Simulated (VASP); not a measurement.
# Ca2Ir: relaxation of cell and atoms with PBE

The system is Ca2Ir.

```
CELL_PARAMETERS angstrom
0.00000 3.43259 3.43259
3.43259 0.00000 3.43259
3.43259 3.43259 0.00000
ATOMIC_POSITIONS crystal
Ca 0.25000 0.25000 0.25000
Ca 0.75000 0.75000 0.75000
Ir 0.00000 0.00000 0.00000
```

The cell was generated, and may not be a known phase.

```json
{
  "Program": "VASP 6.6.1",
  "Task": "relaxation of cell and atoms",
  "Functional": "PBE",
  "Potentials or basis": "VASP PAW PBE potentials, release 64 (Ca_sv, Ir)",
  "Cutoff": "600 eV",
  "k mesh": "12 × 12 × 12",
  "Occupations": "gaussian, width 0.1 eV",
  "Spin": "no spin polarisation",
  "Dipole correction": "no",
  "Further INCAR settings": "ALGO = Fast; EDIFF = 1e-07; IBRION = 2; EDIFFG = -0.01; NSW = 100; ISIF = 3"
}
```

The relaxed volume is 27.24 Å³/atom and the relaxed cell is a = 4.871 Å, b = 4.871 Å, c = 4.871 Å, α = 60.00°, β = 60.00°, γ = 60.00°. The space group after relaxing (to 0.1 Å) is Fm-3m (No. 225), the energy gained by relaxing is 0.4 meV/atom and the ionic steps are 3. The pressure after relaxing is 0.0 GPa and the band gap on the k mesh is zero (an odd number of electrons rules out a gap without spin polarisation).

Step by step:
```
step  energy change (eV)  largest force (eV/Å)  pressure (GPa)  volume (Å³)
   1              0.0000                0.0000            0.49        80.89
   2             -0.0012                0.0000           -0.09        81.87
   3             -0.0013                0.0000            0.00        81.72
```

Final structure:
```yaml
crystal:
  lattice:
    - [0.00000, 3.44426, 3.44426]
    - [3.44426, 0.00000, 3.44426]
    - [3.44426, 3.44426, 0.00000]
  atoms:
    - { symbol: Ca, position: [0.25000, 0.25000, 0.25000] }
    - { symbol: Ca, position: [0.75000, 0.75000, 0.75000] }
    - { symbol: Ir, position: [0.00000, 0.00000, 0.00000] }
```

Levels at points of the mesh, in eV from the Fermi level:
| k point | band 11 | band 12 | band 13 | band 14 | band 15 | band 16 | band 17 | band 18 |
| --- | --- | --- | --- | --- | --- | --- | --- | --- |
| (0.00, 0.00, 0.00) | -1.53 | -1.21 | -1.21 | -1.21 | 1.14 | 1.14 | 1.14 | 3.47 |
| (0.50, 0.00, 0.00) | -1.38 | -1.35 | -1.18 | -1.18 | -1.04 | 1.98 | 1.98 | 3.76 |
| (0.50, 0.50, 0.00) | -1.84 | -1.16 | -1.16 | -0.84 | -0.83 | 2.48 | 2.48 | 2.49 |

It took 17 min on 1 thread of AMD EPYC 7R13 (shared host), peak memory 0.32 GiB.

Caveat: spin-orbit coupling is left out, which moves the levels of the heavy elements.
